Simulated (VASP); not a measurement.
Write the native input for VASP 6.6.1 that does the following.

```yaml
Task: single point
Functional: PBEsol
Potentials_or_basis: VASP PAW PBE potentials, release 64 (K_sv)
Cutoff: 520 eV
k_mesh: 6 × 6 × 1
Occupations: fermi-dirac, width 0.1 eV
Spin: no spin polarisation
Dipole_correction: yes
Further_INCAR_settings: ALGO = Normal; EDIFF = 1e-07; NBANDS = 10
```

The structure of K lies in POSCAR:

```
K
1.0
    7.3892699103      0.0000000000      0.0000000000
   -3.6946349552      6.3992954578      0.0000000000
    0.0000000000      0.0000000000      7.0000000000
K
1
Direct
    0.0000000000      0.0000000000      0.5000000000
```

These files were run (other wordings do the same):

INCAR

```
  PREC = Accurate
  ENCUT = 520
  EDIFF = 1E-7
  ISMEAR = -1
  SIGMA = 0.1
  LREAL = F
  LASPH = T
  NELM = 60
  ALGO = Normal
  ISIF = 2
  LWAVE = F
  LCHARG = F
  LDIPOL = T
  IDIPOL = 3
  DIPOL = 0.5 0.5 0.500
  GGA = PS
  NBANDS = 10
```

KPOINTS

```
regular mesh
0
Gamma
  6 6 1
```

Potentials or basis: VASP PAW PBE potentials, release 64 (K_sv).

Run with:

```bash
$ cat potpaw_PBE.64/K_sv/POTCAR > POTCAR
$ mpirun -np 1 vasp_std > vasp.out
```

It took 27 s on 1 thread of Intel(R) Xeon(R) Platinum 8259CL CPU @ 2.50GHz (Skylake/Cascade Lake), on a shared host, peak memory 0.42 GiB.
